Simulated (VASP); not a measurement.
A run of VASP 6.6.1 is set up as follows.

Contents of POSCAR:

```
ZrB2
1.0
    3.1052879646      0.0000000000      0.0000000000
   -1.5526439823      2.6892582634      0.0000000000
    0.0000000000      0.0000000000      3.4608777221
Zr B
1 2
Direct
    0.0000000000      0.0000000000      0.0000000000
    0.6666666667      0.3333333333      0.5000000000
    0.3333333333      0.6666666667      0.5000000000
```

The input INCAR.step1:

```
SYSTEM = ZrB2
PREC     = Accurate       ! precision mode
ENCUT    = 520            ! plane-wave cutoff, eV
ISMEAR   = -1             ! smearing method
SIGMA    = 0.05           ! smearing width, eV
LREAL    = .False.        ! projectors in reciprocal space
LASPH    = .True.         ! aspherical terms in the spheres
NELM     = 60             ! most SCF steps
NBANDS   = 16             ! bands
GGA      = PE             ! functional
ALGO     = Normal         ! electronic algorithm
EDIFF    = 1E-4           ! SCF threshold, eV
LWAVE    = .True.         ! write WAVECAR
LCHARG   = .False.        ! write CHGCAR
```

INCAR.step2

```
SYSTEM = ZrB2
PREC     = Accurate       ! precision mode
ENCUT    = 520            ! plane-wave cutoff, eV
EDIFF    = 1E-6           ! SCF threshold, eV
ISMEAR   = -1             ! smearing method
SIGMA    = 0.05           ! smearing width, eV
LREAL    = .False.        ! projectors in reciprocal space
LASPH    = .True.         ! aspherical terms in the spheres
NELM     = 60             ! most SCF steps
ALGO     = Normal         ! electronic algorithm
ISIF     = 2              ! what is computed and relaxed
LWAVE    = .False.        ! write WAVECAR
LCHARG   = .False.        ! write CHGCAR
METAGGA  = R2SCAN         ! meta-GGA
LMIXTAU  = .True.       
NBANDS   = 16             ! bands
ISTART   = 1
```

File KPOINTS:

```
Automatic mesh
0
Gamma
  10 10 8
  0 0 0
```

Potentials or basis: VASP PAW PBE potentials, release 64 (Zr_sv, B).

The run is started by

```sh
$ cat potpaw_PBE.64/Zr_sv/POTCAR potpaw_PBE.64/B/POTCAR > POTCAR
$ cp INCAR.step1 INCAR
$ mpirun -np 1 vasp_std > vasp.out
$ cp INCAR.step2 INCAR
$ mpirun -np 1 vasp_std > vasp.out
```

Problem. What does it give for the band gap on the k mesh?

Solution. Zero (band 9 reaches 11.99 eV, above the bottom of band 10 at 11.07 eV).

Problem. Predict the pressure.

Solution. 18.1 GPa.

Stress tensor (GPa, compression positive):
```
17.69  0.00  0.00
 0.00 17.69  0.00
 0.00  0.00 19.07
```

Caveat: the PAW data sets were made with another functional, which shifts forces and pressure a little.
